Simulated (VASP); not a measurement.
# BaHfO3: single point with r2SCAN

The system is BaHfO3.

```
Ba Hf O
1.0
     4.13529    0.00000    0.00000
     0.00000    4.13529    0.00000
     0.00000    0.00000    4.19903
Ba Hf O
1 1 3
Direct
  0.00000 0.00000 0.00000
  0.50000 0.50000 0.50000
  0.50000 0.50000 0.00000
  0.50000 0.00000 0.50000
  0.00000 0.50000 0.50000
```

This cell differs from its parent crystal: epitaxial xy strain -1.0%.

```json
{
 "Program": "VASP 6.6.1",
 "Task": "single point",
 "Functional": "r2SCAN",
 "Potentials or basis": "VASP PAW PBE potentials, release 64 (Ba_sv, Hf_pv, O)",
 "Cutoff": "520 eV",
 "k mesh": "6 × 6 × 6",
 "Occupations": "gaussian, width 0.01 eV",
 "Spin": "non-collinear spin, zero start, spin-orbit coupling",
 "Starting moments": "[[0.0, 0.0, 0.0], [0.0, 0.0, 0.0], [0.0, 0.0, 0.0], [0.0, 0.0, 0.0], [0.0, 0.0, 0.0]] μB"
}
```

```json
{"Pressure": "2.1 GPa", "Net moment": "0.00 μB per cell", "Valence electrons inside the program's atomic spheres": "Ba 7.92; Hf 8.61; O 5.08, 5.10 (each value once)"}
```

Stress tensor (GPa, compression positive):
```
 3.42  0.00  0.00
 0.00  3.42  0.00
 0.00  0.00 -0.56
```

Moments on the atoms (μB; x, y, z):
```
Ba  0.00 0.00 0.00
Hf  0.00 0.00 0.00
O   0.00 0.00 0.00
O   0.00 0.00 0.00
O   0.00 0.00 0.00
```

Run time: 28 min on 1 thread of Oxide Virtual Turin-like Processor, on a shared host, peak memory 0.48 GiB.

Caveat: the cell differs from its parent crystal (epitaxial xy strain -1.0%); the PAW data sets were made with another functional, which shifts forces and pressure a little.
